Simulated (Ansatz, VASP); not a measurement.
# Li3S2: VASP beside Ansatz

```xyz
10
Lattice="5.7770 0.0000 0.0000 0.0000 7.4158 0.0000 0.0000 0.0000 4.1406" Properties=species:S:1:pos:R:3 pbc="T T T"
Li    1.2579    3.7079    0.0000
Li    1.6306    3.7079    2.0703
Li    4.5191    3.7079    0.0000
Li    4.1465    3.7079    2.0703
Li    0.0000    0.0000    0.0000
Li    2.8885    0.0000    2.0703
S     1.4443    1.9444    1.0351
S     1.4443    5.4714    3.1054
S     4.3328    5.4714    3.1054
S     4.3328    1.9444    1.0351
```

Alike in both runs: task single point; functional PBE; k mesh 4 × 4 × 4; occupations gaussian, width 0.1 eV; no spin polarisation.

|  | VASP | Ansatz |
| --- | --- | --- |
| version | VASP 6.6.1 | Ansatz 0.2.0 |
| potentials or method | VASP PAW PBE potentials, release 64 (Li_sv, S), cutoff 520 eV | scalar-relativistic, plane waves, PAW |
| valence electrons in the cell | 42 | 42 |

Ansatz gave:

* gap on the k mesh at the Fermi level (eV): none
* rms of the force components (eV/Å): 0.761

Q: What did VASP give for the same quantities?

A: gap on the k mesh at the Fermi level (eV): none; rms of the force components (eV/Å): 0.791.

Atom by atom the forces differ by 0.030 eV/Å (rms over components). A gap of «none» marks a metal or a gap that the smearing closes. The functional is the same, so the differences come from potentials, cutoffs and numerics.

The k mesh is coarse, so the values compare programs but aren't converged. Noted on VASP's run: the cutoff is short for stress, so the pressure is rough.
